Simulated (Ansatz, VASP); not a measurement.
**Two plane-wave programs on Ag**

```xyz
2
Lattice="2.8384 0.0000 0.0000 -1.4192 2.4581 0.0000 0.0000 0.0000 5.1042" Properties=species:S:1:pos:R:3 pbc="T T T"
Ag    0.0000    1.6387    1.2761
Ag    1.4192    0.8194    3.8282
```

Alike in both runs: task single point; functional LDA; k mesh 21 × 21 × 12; occupations gaussian, width 0.15 eV; no spin polarisation.

|  | VASP | Ansatz |
| --- | --- | --- |
| version | VASP 6.6.1 | Ansatz 0.2.0 |
| potentials or method | VASP PAW LDA potentials, release 64 (Ag), cutoff 520 eV | scalar-relativistic, plane waves, PAW |
| valence electrons in the cell | 22 | 38 |

```tsv
	VASP	Ansatz	Ansatz less VASP
gap on the k mesh at the Fermi level (eV)	none	none	-
pressure (GPa)	-9.6	-9.7	-0.14
traceless stress, the component that is largest in VASP (GPa)	-4.49	-4.46	+0.036
```

LDA's correlation is that of Perdew and Zunger in VASP and of Perdew and Wang (1992) in Ansatz. A gap of «none» marks a metal or a gap that the smearing closes. VASP's potentials hold 22 valence electrons a cell and Ansatz's 38, so a difference there can come from the potentials and not from the codes.
